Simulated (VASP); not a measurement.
Input of a VASP 6.6.1 run:

INCAR

```
PREC = Accurate ; ENCUT = 520
EDIFF = 1E-8 ; ISMEAR = -1
SIGMA = 0.03 ; LREAL = F
LASPH = T ; NELM = 60
ALGO = Normal ; ISIF = 2
LWAVE = F ; LCHARG = F
GGA = PE ; LEFG = T
NBANDS = 16
```

KPOINTS

```
Automatic mesh
0
Gamma
  9 9 9
```

File POSCAR:

```
CdS
1.0
    0.0000000000      2.9100000000      2.9100000000
    2.9100000000      0.0000000000      2.9100000000
    2.9100000000      2.9100000000      0.0000000000
Cd S
1 1
Direct
    0.0000000000      0.0000000000      0.0000000000
    0.7500000000      0.7500000000      0.7500000000
```

Potentials or basis: VASP PAW PBE potentials, release 64 (Cd, S).

Command:

```console
$ cat potpaw_PBE.64/Cd/POTCAR potpaw_PBE.64/S/POTCAR > POTCAR
$ mpirun -np 1 vasp_std > vasp.out
```

**Question.** Predict the pressure.

**Answer.** 3.7 GPa.

**Question.** What does it give for the band gap on the k mesh?

**Answer.** 1.16 eV.

Caveat: the cell stands under pressure.
